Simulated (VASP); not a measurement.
# GaP in VASP: notebook

The runs below take GaP through single point, with PBE.

Program: VASP 6.6.1. These are calculated values, not measurements. Logs are shortened: lines on timing, memory, paths and dates and some standing lists are left out, and cuts for length are marked.

**What was measured.**

“Stacking defects in GaP nanowires: Electronic structure and optical properties”, 2018, arxiv:1810.01194 quotes, for a bulk crystal of GaP at 10 K: band gap 2.34 eV (indirect).

The runs below are set against these values where they give the same quantity.

### Step 1. The cell of the first run

The structure is cubic, space group F-43m (No. 216). Conventional cell: a = 5.451 Å, b = 5.451 Å, c = 5.451 Å, α = 90.00°, β = 90.00°, γ = 90.00°. Ga (site symmetry -43m) has 4 P at 2.36 Å within 3.1 Å. Within 3.1 Å of P (site symmetry -43m) lie 4 Ga at 2.36 Å.

### Step 2. Single point, PBE

INCAR reads:

```
ALGO = Normal
EDIFF = 1E-7
ENCUT = 520
GGA = PE
ISIF = 2
ISMEAR = -1
LASPH = T
LCHARG = T
LELF = T
LREAL = F
LVHAR = T
LWAVE = F
NBANDS = 16
NELM = 60
PREC = Accurate
SIGMA = 0.08
```

KPOINTS reads:

```
k-points
0
Gamma
  12 12 12
```

POSCAR reads:

```
GaP
1.0
    0.0000000000      2.7252500000      2.7252500000
    2.7252500000      0.0000000000      2.7252500000
    2.7252500000      2.7252500000      0.0000000000
Ga P
1 1
Direct
    0.0000000000      0.0000000000      0.0000000000
    0.7500000000      0.7500000000      0.7500000000
```

Potentials or basis: VASP PAW PBE potentials, release 64 (Ga_d, P).

The run is started by

```
> cat potpaw_PBE.64/Ga_d/POTCAR potpaw_PBE.64/P/POTCAR > POTCAR
> mpirun -np 1 vasp_std > vasp.out
```

OUTCAR:

```text
EDIFF = 1E-7
   ENCUT = 520
   GGA = PE
   ISIF = 2
   ISMEAR = -1
   LASPH = T
   LREAL = F
   NELM = 60
   PREC = Accurate

 ion  position               nearest neighbor table
   1  0.000  0.000  0.000-   2 2.36   2 2.36   2 2.36   2 2.36
   2  0.750  0.750  0.750-   1 2.36   1 2.36   1 2.36   1 2.36

  LATTYP: Found a face centered cubic cell.
 ALAT       =     5.4505000000

  Lattice vectors:

 A1 = (   0.0000000000,   2.7252500000,   2.7252500000)
 A2 = (   2.7252500000,   0.0000000000,   2.7252500000)
 A3 = (   2.7252500000,   2.7252500000,   0.0000000000)

Analysis of symmetry for initial positions (statically):
=====================================================================
 Subroutine PRICEL returns:
 Original cell was already a primitive cell.

 Routine SETGRP: Setting up the symmetry group for a
 face centered cubic supercell.

 Subroutine GETGRP returns: Found 24 space group operations
 (whereof 24 operations were pure point group operations)
 out of a pool of 48 trial point group operations.

The static configuration has the point symmetry T_d .

Analysis of symmetry for dynamics (positions and initial velocities):
=====================================================================
 Subroutine PRICEL returns:
 Original cell was already a primitive cell.

 Routine SETGRP: Setting up the symmetry group for a
 face centered cubic supercell.

 Subroutine GETGRP returns: Found 24 space group operations
 (whereof 24 operations were pure point group operations)
 out of a pool of 48 trial point group operations.

The dynamic configuration has the point symmetry T_d .

 Subroutine INISYM returns: Found 24 space group operations
 (whereof 24 operations are pure point group operations),
 and found     1 'primitive' translations

----------------------------------------------------------------------------------------

                                     Primitive cell

  volume of cell :      40.4808

  direct lattice vectors                    reciprocal lattice vectors
     0.000000000  2.725250000  2.725250000    -0.183469406  0.183469406  0.183469406
     2.725250000  0.000000000  2.725250000     0.183469406 -0.183469406  0.183469406
     2.725250000  2.725250000  0.000000000     0.183469406  0.183469406 -0.183469406

  length of vectors
     3.854085511  3.854085511  3.854085511     0.317778334  0.317778334  0.317778334

  position of ions in fractional coordinates (direct lattice)
     0.000000000  0.000000000  0.000000000
     0.750000000  0.750000000  0.750000000

  ion indices of the primitive-cell ions
   primitive index   ion index
                 1           1
                 2           2

----------------------------------------------------------------------------------------

 KPOINTS: k-points

Automatic generation of k-mesh.
 Grid dimensions read from file:
 generate k-points for:   12   12   12

 Generating k-lattice:

  Cartesian coordinates                     Fractional coordinates (reciprocal lattice)
    -0.015289117  0.015289117  0.015289117     0.083333333  0.000000000  0.000000000
     0.015289117 -0.015289117  0.015289117     0.000000000  0.083333333  0.000000000
     0.015289117  0.015289117 -0.015289117     0.000000000  0.000000000  0.083333333

  Length of vectors
     0.026481528  0.026481528  0.026481528

  Shift w.r.t. Gamma in fractional coordinates (k-lattice)
     0.000000000  0.000000000  0.000000000

 Subroutine IBZKPT returns following result:
 ===========================================

 Found     72 irreducible k-points:

 Following reciprocal coordinates:
            Coordinates               Weight
  0.000000  0.000000  0.000000      1.000000
  0.083333  0.000000  0.000000      8.000000
  0.166667  0.000000  0.000000      8.000000
  0.250000  0.000000  0.000000      8.000000
  0.333333  0.000000  0.000000      8.000000
  0.416667  0.000000  0.000000      8.000000
[... 16 lines left out ...]
  0.500000  0.166667  0.000000     24.000000
 -0.416667  0.166667  0.000000     24.000000
 [... further k-points ...]
   k-points           NKPTS =     72   k-points in BZ     NKDIM =     72   number of bands    NBANDS=     16
   number of dos      NEDOS =    301   number of ions     NIONS =      2
   total plane-waves  NPLWV =  27000
   dimension x,y,z NGX =    30 NGY =   30 NGZ =   30
   dimension x,y,z NGXF=    60 NGYF=   60 NGZF=   60
   ions per type =               1   1
   NGX,Y,Z   is equivalent  to a cutoff of  12.94, 12.94, 12.94 a.u.
   NGXF,Y,Z  is equivalent  to a cutoff of  25.88, 25.88, 25.88 a.u.
 SYSTEM =  unknown system
   PREC   = accura    normal or accurate (medium, high low for compatibility)
   ISTART =      0    job   : 0-new  1-cont  2-samecut
   ICHARG =      2    charge: 1-file 2-atom 10-const
   ISPIN  =      1    spin polarized calculation?
   LNONCOLLINEAR =      F non collinear calculations
   LSORBIT =      F    spin-orbit coupling
   LASPH  =      T    aspherical Exc in radial PAW
   ENCUT  =  520.0 eV  38.22 Ry    6.18 a.u.   7.17  7.17  7.17*2*pi/ulx,y,z
   NELM   =     60;   NELMIN=  2; NELMDL= -5     # of ELM steps
   EDIFF  = 0.1E-06   stopping-criterion for ELM
   LREAL  =      F    real-space projection
   EDIFFG = 0.1E-05   stopping-criterion for IOM
   NSW    =      0    number of steps for IOM
   IBRION =     -1    ionic relax: 0-MD 1-quasi-New 2-CG
   NFREE  =      0    steps in history (QN), initial steepest desc. (CG)
   ISIF   =      2    stress and relaxation
   ISYM   =      2    0-nonsym 1-usesym 2-fastsym
   POTIM  = 0.5000    time-step for ionic-motion
   TEBEG  =    0.0;   TEEND  =   0.0 temperature during run
   PSTRESS=    0.0 pullay stress
   NELECT =      18.0000    total number of electrons
   NUPDOWN=      -1.0000    fix difference up-down
   EMIN   =  10.00;   EMAX   =-10.00  energy-range for DOS
   EFERMI =   0.00;   METHOD = LEGACY
   ISMEAR =    -1;   SIGMA  =   0.08  broadening in eV -4-tet -1-fermi 0-gaus
   EFERMI_NEDOS =   21; number of points for ismear=-14 and -15
   IALGO  =     38    algorithm
   IMIX   =      4    mixing-type and parameters
     AMIX     =   0.40;   BMIX     =  1.00
     AMIX_MAG =   1.60;   BMIX_MAG =  1.00
  volume/ion in A,a.u.               =      20.24       136.59
  Fermi-wavevector in a.u.,A,eV,Ry     =   1.249538  2.361284 21.243377  1.561344
  Thomas-Fermi vector in A             =   2.383574
   LORBIT       =      0    0 simple, 1 ext, 2 COOP (PROOUT), +10 PAW based schemes
   GGA     = PE    functional components
   LHFCALC =     F    Hartree Fock is set to
   AEXX    =    0.0000 exact exchange contribution
   IVDW    =     0    specifies the selected vdW correction
   LEPSILON=     F    determine dielectric tensor
   LRPA    =     F    only Hartree local field effects (RPA)
 non-spin polarized calculation
  energy-cutoff  :      520.00
  volume of cell :       40.48
 maximum number of plane-waves:      1113
 NGX is ok and might be reduce to    30
   NGX = 15   NGY = 15   NGZ = 15

 number of electron      17.9999989 magnetization

 Free energy of the ion-electron system (eV)
  ---------------------------------------------------
  ext. energy  EPLUGINS =         0.00000000
  ---------------------------------------------------
  free energy    TOTEN  =        -9.11846961 eV

  energy without entropy =       -9.11846826  energy(sigma->0) =       -9.11846894

 E-fermi :   5.4358     XC(G=0):  -9.8334

 val. band max:        4.6510177645   @ k =   0.0000   0.0000   0.0000
 cond. band min:       6.2445771806   @ k =   0.4167   0.4167   0.0000
 fundamental gap:      1.5935594161
 Fermi energy:         5.4358440088

 k-point     1 :       0.0000    0.0000    0.0000
  band No.  band energies     occupation
      1      -9.8984      2.00000
      2      -9.8984      2.00000
      3      -9.8984      2.00000
      4      -9.7987      2.00000
      5      -9.7987      2.00000
      6      -7.8405      2.00000
[... 8 lines left out ...]
     15      14.4391      0.00000
     16      14.4391      0.00000

 k-point     2 :       0.0833    0.0000    0.0000
  band No.  band energies     occupation
      1      -9.9048      2.00000
      2      -9.8963      2.00000
      3      -9.8963      2.00000
      4      -9.7988      2.00000
      5      -9.7988      2.00000
      6      -7.7498      2.00000
[... 8 lines left out ...]
     15      14.0813      0.00000
     16      14.0813      0.00000

 k-point     3 :       0.1667    0.0000    0.0000
  band No.  band energies     occupation
      1      -9.9214      2.00000
      2      -9.8906      2.00000
      3      -9.8906      2.00000
      4      -9.7986      2.00000
      5      -9.7986      2.00000
      6      -7.4843      2.00000
[... 8 lines left out ...]
     15      13.6204      0.00000
     16      14.7097      0.00000

 k-point     4 :       0.2500    0.0000    0.0000
  band No.  band energies     occupation
      1      -9.9424      2.00000
      2      -9.8837      2.00000
      3      -9.8837      2.00000
      4      -9.7974      2.00000
      5      -9.7974      2.00000
      6      -7.0645      2.00000
[... 8 lines left out ...]
     15      13.6340      0.00000
     16      14.5809      0.00000

 k-point     5 :       0.3333    0.0000    0.0000
  band No.  band energies     occupation
      1      -9.9618      2.00000
      2      -9.8780      2.00000
      3      -9.8780      2.00000
      4      -9.7951      2.00000
      5      -9.7951      2.00000
      6      -6.5373      2.00000
[... 8 lines left out ...]
     15      14.2995      0.00000
     16      14.3539      0.00000

 k-point     6 :       0.4167    0.0000    0.0000
  band No.  band energies     occupation
      1      -9.9753      2.00000
      2      -9.8747      2.00000
      3      -9.8747      2.00000
      4      -9.7925      2.00000
      5      -9.7925      2.00000
      6      -6.0192      2.00000
[... 8 lines left out ...]
     15      15.4381      0.00000
     16      15.4381      0.00000
[... 267 lines left out ...]
 k-point    21 :       0.3333    0.1667    0.0000
  band No.  band energies     occupation
      1      -9.9658      2.00000
      2      -9.8717      2.00000
      3      -9.8683      2.00000
      4      -9.8097      2.00000
      5      -9.7888      2.00000
      6      -6.6043      2.00000
[... 8 lines left out ...]
     15      15.3858      0.00000
     16      16.3093      0.00000

 k-point    22 :       0.4167    0.1667    0.0000
  band No.  band energies     occupation
      1      -9.9773      2.00000
      2      -9.8693      2.00000
      3      -9.8640      2.00000
      4      -9.8073      2.00000
      5      -9.7878      2.00000
      6      -6.0780      2.00000
[... 8 lines left out ...]
     15      16.2180      0.00000
     16      16.2233      0.00000

 k-point    23 :       0.5000    0.1667    0.0000
  band No.  band energies     occupation
      1      -9.9834      2.00000
      2      -9.8687      2.00000
      3      -9.8625      2.00000
      4      -9.8028      2.00000
      5      -9.7890      2.00000
      6      -5.6331      2.00000
[... 8 lines left out ...]
     15      16.3564      0.00000
     16      16.9392      0.00000

 k-point    24 :      -0.4167    0.1667    0.0000
  band No.  band energies     occupation
      1      -9.9830      2.00000
      2      -9.8692      2.00000
      3      -9.8636      2.00000
      4      -9.7983      2.00000
      5      -9.7928      2.00000
      6      -5.5565      2.00000
[... 8 lines left out ...]
     15      15.0110      0.00000
     16      16.6624      0.00000

 [... further k-points ...]
[... 5 lines left out ...]
  --------------------------------------------------------------------------------------
  -------------------------------------------------------------------------------------
  Total        0.6277183      0.6277183      0.6277183     -0.0000000      0.0000000     -0.0000000
  in kB       24.8442754     24.8442754     24.8442754     -0.0000000      0.0000000     -0.0000000
  external PRESSURE =      24.8442754 kB  Pullay stress =       0.0000000 kB

 VOLUME and BASIS-vectors are now :
 -----------------------------------------------------------------------------
  energy-cutoff  :      520.00
  volume of cell :       40.48
      direct lattice vectors                 reciprocal lattice vectors
     0.000000000  2.725250000  2.725250000    -0.183469406  0.183469406  0.183469406
     2.725250000  0.000000000  2.725250000     0.183469406 -0.183469406  0.183469406
     2.725250000  2.725250000  0.000000000     0.183469406  0.183469406 -0.183469406

 POSITION                                       TOTAL-FORCE (eV/Angst)
 -----------------------------------------------------------------------------------
      0.00000      0.00000      0.00000        -0.000000     -0.000000     -0.000000
      4.08788      4.08788      4.08788         0.000000      0.000000      0.000000
 -----------------------------------------------------------------------------------
    total drift:                               -0.000002     -0.000002     -0.000002

  FREE ENERGIE OF THE ION-ELECTRON SYSTEM (eV)
  ---------------------------------------------------
  free  energy   TOTEN  =        -9.1184696134 eV

  energy  without entropy=       -9.1184682601  energy(sigma->0) =       -9.11846894
```

Wall time 2.1 min (1 thread of AMD EPYC 7R13 (Zen 3), shared host); peak memory 0.16 GiB.

Results:

```yaml
Free_energy: -9.1185 eV
Pressure: 2.5 GPa
Band_gap_on_the_k_mesh: 1.59 eV, indirect (least direct gap 1.83 eV)
```

Levels at points of the mesh, in eV from the valence-band top:
| k point | band 6 | band 7 | band 8 | band 9 | band 10 | band 11 | band 12 | band 13 |
| --- | --- | --- | --- | --- | --- | --- | --- | --- |
| (0.00, 0.00, 0.00) | -12.49 | 0.00 | 0.00 | 0.00 | 1.83 | 3.89 | 3.89 | 3.89 |
| (0.50, 0.00, 0.00) | -10.43 | -6.63 | -1.12 | -1.12 | 1.67 | 4.72 | 4.72 | 8.29 |
| (0.50, 0.50, 0.00) | -9.53 | -6.75 | -2.68 | -2.68 | 1.66 | 1.82 | 10.60 | 10.60 |

(Part 1 of 2 ends here.)
